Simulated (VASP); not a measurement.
# Pb: single point with PBE

The system is Pb.

```
Pb
1.0
    -1.98655    1.98655    1.98655
     1.98655   -1.98655    1.98655
     1.98655    1.98655   -1.98655
Pb
1
Direct
  0.00000 0.00000 0.00000
```

This isn't the form of Pb at room conditions, which is fcc.

| Quantity | Value |
| --- | --- |
| Program | VASP 6.6.1 |
| Task | single point |
| Functional | PBE |
| Potentials or basis | VASP PAW PBE potentials, release 64 (Pb_d) |
| Cutoff | 520 eV |
| k mesh | 13 × 13 × 13 |
| Occupations | fermi-dirac, width 0.0612256 eV |
| Spin | no spin polarisation |
| Dipole correction | no |
| Further INCAR settings | ALGO = Normal; EDIFF = 1e-07; NBANDS = 13 |

```yaml
Pressure: 0.6 GPa
Band_gap_on_the_k_mesh: zero (bands 7 and 8 overlap by 9.20 eV)
```

Levels at points of the mesh, in eV from the Fermi level:
```
           k point  band 3  band 4  band 5  band 6  band 7  band 8  band 9  band 10  band 11  band 12
(0.00, 0.00, 0.00)  -17.12  -16.90  -16.90  -11.55    7.33    7.33    7.33    11.04    11.04    11.04
```

Wall time 16 s on 1 thread of Intel(R) Xeon(R) Platinum 8488C (Sapphire Rapids), on a shared host, peak memory 0.17 GiB.

Caveat: spin-orbit coupling is left out, which moves the levels of the heavy elements.
